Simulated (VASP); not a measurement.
Set up this calculation in VASP 6.6.1, as the native input.

- Task: relaxation of cell and atoms
- Functional: BLYP
- Dispersion: D4
- Potentials or basis: VASP PAW PBE potentials, release 64 (Au)
- Cutoff: 600 eV
- k mesh: 11 × 11 × 11
- Occupations: fermi-dirac, width 0.05 eV
- Spin: no spin polarisation
- Dipole correction: no
- Further INCAR settings: ALGO = Normal; EDIFF = 1e-06; IBRION = 2; EDIFFG = -0.01; NSW = 60; ISIF = 3

The structure of Au lies in POSCAR:

```
Au
1.0
    0.0000000000      2.0350000000      2.0350000000
    2.0350000000      0.0000000000      2.0350000000
    2.0350000000      2.0350000000      0.0000000000
Au
1
Direct
    0.0000000000      0.0000000000      0.0000000000
```

The input as run:

INCAR

```
SYSTEM = Au
PREC = Accurate
ENCUT = 600
EDIFF = 1E-6
ISMEAR = -1
SIGMA = 0.05
LREAL = .False.
LASPH = .True.
NELM = 100
ALGO = Normal
ISIF = 3
LWAVE = .False.
LCHARG = .False.
GGA = B5
ALDAX = 1.0
AGGAX = 1.0
AGGAC = 1.0
ALDAC = 0.0
IVDW = 13
VDW_S6 = 1.0
VDW_S8 = 2.34076671
VDW_A1 = 0.44488865
VDW_A2 = 4.0933009
IBRION = 2
NSW = 60
EDIFFG = -0.01
```

KPOINTS

```
Automatic mesh
0
Gamma
  11 11 11
  0 0 0
```

Potentials or basis: VASP PAW PBE potentials, release 64 (Au).

Launch:

```bash
$ cat potpaw_PBE.64/Au/POTCAR > POTCAR
$ mpirun -np 1 vasp_std > vasp.out
```

Results of the run:

The relaxed volume is 17.98 Å³/atom and the relaxed cell is a = 2.941 Å, b = 2.941 Å, c = 2.941 Å, α = 60.00°, β = 60.00°, γ = 60.00°. The space group after relaxing (to 0.05 Å) is Fm-3m (No. 225). The energy gained by relaxing is 36.4 meV/atom, the ionic steps are 4 and the pressure after relaxing is 0.0 GPa. The dispersion energy per atom is -1.239 eV.

Caveat: the PAW data sets were made with another functional, which shifts forces and pressure a little; pairwise dispersion overbinds metals, which lowers pressure and volume.

Wall time 38 s on 1 thread of Intel(R) Xeon(R) Platinum 8259CL CPU @ 2.50GHz (Skylake/Cascade Lake), on a shared host, peak memory 0.15 GiB.
